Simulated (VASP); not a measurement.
Write the native input for VASP 6.6.1 that does the following.

```
Task                   : single point
Functional             : PBE
Potentials or basis    : VASP PAW PBE potentials, release 64 (Co, C)
Cutoff                 : 600 eV
k mesh                 : 6 × 6 × 6
Occupations            : fermi-dirac, width 0.1 eV
Spin                   : collinear spin, zero start
Starting moments       : [0.0, 0.0] μB
Dipole correction      : no
Further INCAR settings : ALGO = Normal; EDIFF = 1e-06; NBANDS = 18
```

The structure of CoC lies in POSCAR:

```
CoC
1.0
    0.0000000000      2.0840000000      2.0840000000
    2.0840000000      0.0000000000      2.0840000000
    2.0840000000      2.0840000000      0.0000000000
Co C
1 1
Direct
    0.0000000000      0.0000000000      0.0000000000
    0.5000000000      0.5000000000      0.5000000000
```

The input as run:

INCAR

```
PREC = Accurate
ENCUT = 600
EDIFF = 1E-6
ISMEAR = -1
SIGMA = 0.1
LREAL = False
LASPH = True
NELM = 200
ALGO = Normal
ISIF = 2
LWAVE = False
LCHARG = True
ISPIN = 2
MAGMOM = 0 0
LORBIT = 11
LMAXMIX = 4
GGA = PE
LELF = True
LVHAR = True
NBANDS = 18
GGA_COMPAT = False
```

KPOINTS

```
regular mesh
0
Gamma
  6 6 6
```

Potentials or basis: VASP PAW PBE potentials, release 64 (Co, C).

The run is started by

```bash
$ cat potpaw_PBE.64/Co/POTCAR potpaw_PBE.64/C/POTCAR > POTCAR
$ mpirun -np 1 vasp_std > vasp.out
```

It gave:

```json
{
  "Pressure": "-28.5 GPa",
  "Net moment": "0.00 μB per cell",
  "Valence electrons inside the program's atomic spheres": "Co 8.31; C 2.24"
}
```

Caveat: the k points lie up to 0.44 Å⁻¹ apart.

Wall time 25 s on 1 thread of Intel Xeon 8259CL, with other jobs on the host, peak memory 0.15 GiB.
